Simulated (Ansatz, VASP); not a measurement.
One calculation of NaCl, two programs

```
Na Cl
1.0
     0.00000    3.08727    3.08727
     3.08727    0.00000    3.08727
     3.08727    3.08727    0.00000
Na Cl
1 1
Direct
  0.00000 0.00000 0.00000
  0.25000 0.25000 0.25000
```

Alike in both runs: task single point; functional LDA; k mesh 6 × 6 × 6; no spin polarisation.

|  | VASP | Ansatz |
| --- | --- | --- |
| version | VASP 6.6.1 | Ansatz 0.2.0 |
| potentials or method | VASP PAW LDA potentials, release 64 (Na_pv, Cl) | plane waves, PAW |
| plane-wave cutoff (eV) | 520 | 420 |
| occupations | gaussian, width 0.01 eV | fixed |
| valence electrons in the cell | 14 | 16 |

|  | VASP | Ansatz | Ansatz less VASP |
| --- | --- | --- | --- |
| gap on the k mesh at the Fermi level (eV) | 4.55 | 4.54 | -0.004 |

LDA's correlation is that of Perdew and Zunger in VASP and of Perdew and Wang (1992) in Ansatz. VASP's potentials hold 14 valence electrons a cell and Ansatz's 16, so a difference there can come from the potentials and not from the codes.
